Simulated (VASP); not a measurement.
# Te2Mo in VASP: settings compared, part 3 of 3

VASP 6.6.1. The steps go on from the part before.

## 6. Single point, r2SCAN

This run uses another cell than the first one, of 133.49 Å³/atom, 0.943 times its volume.

POSCAR

```
Te2Mo
1.0
    6.3616090156      0.0000000000      0.0000000000
    0.0000000000      3.4804030600      0.0000000000
   -0.0857412231      0.0000000000     36.1758904685
Te Mo
4 2
Direct
    0.4292511000      0.7500000000      0.5407035800
    0.5707489000      0.2500000000      0.4592964200
    0.9208478700      0.2500000000      0.5565273200
    0.0791521300      0.7500000000      0.4434726800
    0.1813475600      0.2500000000      0.4974653700
    0.8186524400      0.7500000000      0.5025346300
```

INCAR.step1

```
SYSTEM = Te2Mo
PREC = Accurate ; ENCUT = 520
ISMEAR = -1 ; SIGMA = 0.05
LREAL = .FALSE. ; LASPH = .TRUE.
NELM = 60 ; NBANDS = 35
GGA = PE ; ALGO = Normal
EDIFF = 1E-4 ; LWAVE = .TRUE.
LCHARG = .FALSE.
```

INCAR.step2

```
SYSTEM = Te2Mo
PREC = Accurate ; ENCUT = 520
EDIFF = 1E-6 ; ISMEAR = -1
SIGMA = 0.05 ; LREAL = .FALSE.
LASPH = .TRUE. ; NELM = 60
ALGO = Normal ; ISIF = 2
LWAVE = .FALSE. ; LCHARG = .FALSE.
METAGGA = R2SCAN ; LMIXTAU = .TRUE.
NBANDS = 35 ; ISTART = 1
```

KPOINTS

```
regular mesh
0
G
  4 8 1
  0 0 0
```

Potentials or basis: VASP PAW PBE potentials, release 64 (Te, Mo_sv).

Run with:

```sh
cat potpaw_PBE.64/Te/POTCAR potpaw_PBE.64/Mo_sv/POTCAR > POTCAR
cp INCAR.step1 INCAR
mpirun -np 1 vasp_std > vasp.out
cp INCAR.step2 INCAR
mpirun -np 1 vasp_std > vasp.out
```

OUTCAR:

```text
SYSTEM = Te2Mo
   PREC = Accurate
   ENCUT = 520
   EDIFF = 1E-6
   ISMEAR = -1
   LREAL = .FALSE.
   LASPH = .TRUE.
   NELM = 60
   ISIF = 2
   METAGGA = R2SCAN
   ISTART = 1

 ion  position               nearest neighbor table
   1  0.429  0.750  0.541-   5 2.82   5 2.82   6 2.84   2 3.54   2 3.54   3 3.62   3 3.62
   2  0.571  0.250  0.459-   6 2.82   6 2.82   5 2.84   1 3.54   1 3.54   4 3.62   4 3.62
   3  0.921  0.250  0.557-   6 2.69   6 2.69   5 2.71   1 3.62   1 3.62
   4  0.079  0.750  0.443-   5 2.69   5 2.69   6 2.71   2 3.62   2 3.62
   5  0.181  0.250  0.497-   4 2.69   4 2.69   3 2.71   1 2.82   1 2.82   2 2.84   6 2.90   6 2.90

   6  0.819  0.750  0.503-   3 2.69   3 2.69   4 2.71   2 2.82   2 2.82   1 2.84   5 2.90   5 2.90

  LATTYP: Found a simple monoclinic cell.
 ALAT       =     6.3616090156
 B/A-ratio  =     0.5470947761
 C/A-ratio  =     5.6866104138
 COS(beta)  =    -0.0023701139

  Lattice vectors:

 A1 = (   6.3616090156,   0.0000000000,   0.0000000000)
 A2 = (   0.0000000000,   3.4804030600,   0.0000000000)
 A3 = (  -0.0857412231,   0.0000000000,  36.1758904685)

[... 176 lines left out ...]
 val. band max:       -2.5038028053   @ k =   0.0000   0.1250   0.0000
 cond. band min:      -2.3331270609   @ k =   0.0000   0.1250   0.0000
 fundamental gap:      0.1706757444
 Fermi energy:        -2.3358299005

 k-point     1 :       0.0000    0.0000    0.0000
  band No.  band energies     occupation
      1     -65.3281      2.00000
      2     -65.2635      2.00000
      3     -38.8616      2.00000
      4     -38.7997      2.00000
      5     -38.7450      2.00000
      6     -38.6221      2.00000
[... 559 lines left out ...]
     34       1.2744      0.00000
     35       2.6026      0.00000

------------------------ aborting loop because EDIFF is reached ----------------------------------------

  FORCE on cell =-STRESS in cart. coord.  units (eV):
  Direction    XX          YY          ZZ          XY          YZ          ZX
  --------------------------------------------------------------------------------------
  -------------------------------------------------------------------------------------
  Total        0.0652612     -0.0362146      0.1760906      0.0000000      0.0000000     -0.0392165
  in kB        0.1305418     -0.0724400      0.3522338      0.0000000      0.0000000     -0.0784448
  external PRESSURE =       0.1367786 kB  Pullay stress =       0.0000000 kB

 VOLUME and BASIS-vectors are now :
 -----------------------------------------------------------------------------
  energy-cutoff  :      520.00
  volume of cell :      800.97
      direct lattice vectors                 reciprocal lattice vectors
     6.361609016  0.000000000  0.000000000     0.157192936  0.000000000  0.000372566
     0.000000000  3.480403060  0.000000000     0.000000000  0.287323044  0.000000000
    -0.085741223  0.000000000 36.175890469     0.000000000  0.000000000  0.027642720

 POSITION                                       TOTAL-FORCE (eV/Angst)
 -----------------------------------------------------------------------------------
      2.68437      2.61030     19.56043         0.012769      0.000000      0.021861
      3.59150      0.87010     16.61546        -0.012769      0.000000     -0.021861
      5.81036      0.87010     20.13287        -0.018654     -0.000000      0.032537
      0.46551      2.61030     16.04302         0.018654      0.000000     -0.032537
      1.11101      0.87010     17.99625         0.002312      0.000000      0.009529
      5.16486      2.61030     18.17964        -0.002312      0.000000     -0.009529
 -----------------------------------------------------------------------------------
    total drift:                                0.000000     -0.000000     -0.000000

  FREE ENERGIE OF THE ION-ELECTRON SYSTEM (eV)
  ---------------------------------------------------
  free  energy   TOTEN  =      -155.4836658839 eV

  energy  without entropy=     -155.4768312094  energy(sigma->0) =     -155.48024855
```

OUTCAR.step1:

```text
SYSTEM = Te2Mo
   PREC = Accurate
   ENCUT = 520
   ISMEAR = -1
   LREAL = .FALSE.
   LASPH = .TRUE.
[... 800 lines left out ...]
      0.46551      2.61030     16.04302         0.014869      0.000000     -0.260674
      1.11101      0.87010     17.99625         0.071042      0.000000      0.014093
      5.16486      2.61030     18.17964        -0.071042      0.000000     -0.014093
 -----------------------------------------------------------------------------------
    total drift:                                0.000000     -0.000000     -0.000000

  FREE ENERGIE OF THE ION-ELECTRON SYSTEM (eV)
  ---------------------------------------------------
  free  energy   TOTEN  =       -35.9629730986 eV

  energy  without entropy=      -35.9544310595  energy(sigma->0) =      -35.95870208
```

OSZICAR.step1:

```text
N       E                     dE             d eps       ncg     rms          rms(c)
DAV:   1     0.430582785126E+03    0.43058E+03   -0.21376E+04  1306   0.105E+03
DAV:   2     0.871919392996E+01   -0.42186E+03   -0.41081E+03  1524   0.231E+02
DAV:   3    -0.355610930231E+02   -0.44280E+02   -0.43558E+02  1380   0.715E+01
DAV:   4    -0.372755349739E+02   -0.17144E+01   -0.16900E+01  1516   0.140E+01
DAV:   5    -0.373031075818E+02   -0.27573E-01   -0.27424E-01  1398   0.192E+00    0.210E+01
DAV:   6    -0.364335491014E+02    0.86956E+00   -0.46339E+00  1223   0.120E+01    0.807E+00
DAV:   7    -0.365110390220E+02   -0.77490E-01   -0.42606E+00  1145   0.100E+01    0.600E+00
DAV:   8    -0.359680693064E+02    0.54297E+00   -0.11714E+00  1120   0.625E+00    0.226E+00
DAV:   9    -0.359826510341E+02   -0.14582E-01   -0.28888E-01  1265   0.235E+00    0.153E+00
DAV:  10    -0.359640056710E+02    0.18645E-01   -0.65221E-02  1203   0.151E+00    0.523E-01
DAV:  11    -0.359628900070E+02    0.11157E-02   -0.46529E-03  1277   0.327E-01    0.269E-01
DAV:  12    -0.359632431415E+02   -0.35313E-03   -0.84954E-04  1114   0.145E-01    0.170E-01
DAV:  13    -0.359630865238E+02    0.15662E-03   -0.13102E-04   830   0.578E-02    0.149E-01
DAV:  14    -0.359629146438E+02    0.17188E-03   -0.92167E-04  1127   0.111E-01    0.579E-02
DAV:  15    -0.359629730986E+02   -0.58455E-04   -0.33150E-05   661   0.275E-02
   1 F= -.35962973E+02 E0= -.35958702E+02  d E =-.854204E-02
```

It took 40 min on 1 thread of Intel Xeon Platinum 8375C at 2.90GHz (Ice Lake), shared host; peak memory 1 GiB.

What came out:

```yaml
Free_energy: -155.4837 eV
Largest_force: 0.038 eV/Å
Band_gap_on_the_k_mesh: zero (band 26 reaches -2.20 eV, above the bottom of band 27 at -2.33 eV)
```

Forces on the atoms (eV/Å):
```
Te   0.013  0.000  0.022
Te  -0.013  0.000 -0.022
Te  -0.019  0.000  0.033
Te   0.019  0.000 -0.033
Mo   0.002  0.000  0.010
Mo  -0.002  0.000 -0.010
```

Levels at points of the mesh, in eV from the Fermi level:
| k point | band 22 | band 23 | band 24 | band 25 | band 26 | band 27 | band 28 | band 29 | band 30 | band 31 |
| --- | --- | --- | --- | --- | --- | --- | --- | --- | --- | --- |
| (0.00, 0.00, 0.00) | -1.37 | -1.02 | -0.67 | -0.35 | 0.13 | 0.74 | 1.06 | 1.81 | 2.33 | 2.33 |
| (0.50, 0.00, 0.00) | -1.35 | -1.32 | -0.86 | -0.85 | -0.75 | 0.21 | 1.09 | 1.59 | 2.00 | 2.93 |
| (0.00, 0.50, 0.00) | -2.71 | -1.72 | -1.72 | -1.50 | -1.50 | 1.33 | 1.33 | 1.60 | 1.60 | 2.16 |
| (0.50, 0.50, 0.00) | -2.40 | -1.85 | -1.85 | -0.94 | -0.94 | 1.26 | 1.26 | 2.01 | 2.01 | 2.50 |

Caveat: the PAW data sets were made with another functional, which shifts forces and pressure a little; spin-orbit coupling is left out, which moves the levels of the heavy elements.

## 7. Overview

```tsv
level	potentials or basis	cell	gap on the mesh (eV)	largest force (eV/Å)
PBE+D3(BJ)	VASP PAW PBE potentials, release 64 (Te, Mo_sv)	a = 6.486, b = 3.549, c = 36.886 Å, angles 90.0, 90.1, 90.0°, 6 atoms	none	0.75
RPBE+D3(BJ)	VASP PAW PBE potentials, release 64 (Te, Mo_sv)	a = 6.486, b = 3.549, c = 36.886 Å, angles 90.0, 90.1, 90.0°, 6 atoms	none	2.07
LDA	VASP PAW LDA potentials, release 64 (Te, Mo_sv)	a = 6.486, b = 3.549, c = 36.886 Å, angles 90.0, 90.1, 90.0°, 6 atoms	none	1.26
PBE+D4	VASP PAW PBE potentials, release 64 (Te, Mo_sv)	a = 6.322, b = 3.410, c = 36.167 Å, angles 90.0, 90.1, 90.0°, 6 atoms	none	0.01
r2SCAN	VASP PAW PBE potentials, release 64 (Te, Mo_sv)	a = 6.362, b = 3.480, c = 36.176 Å, angles 90.0, 90.1, 90.0°, 6 atoms	none	0.04
```

Alike in all rows: task single point; no spin polarisation; k mesh 4 × 8 × 1; cutoff (eV) 520; smearing fermi-dirac 0.05 eV.

Caveats: spin-orbit coupling is left out, which moves the levels of the heavy elements; the PAW data sets were made with another functional, which shifts forces and pressure a little (some runs).

Total energies depend on the potentials used, so only differences within one code and one set of settings carry meaning.
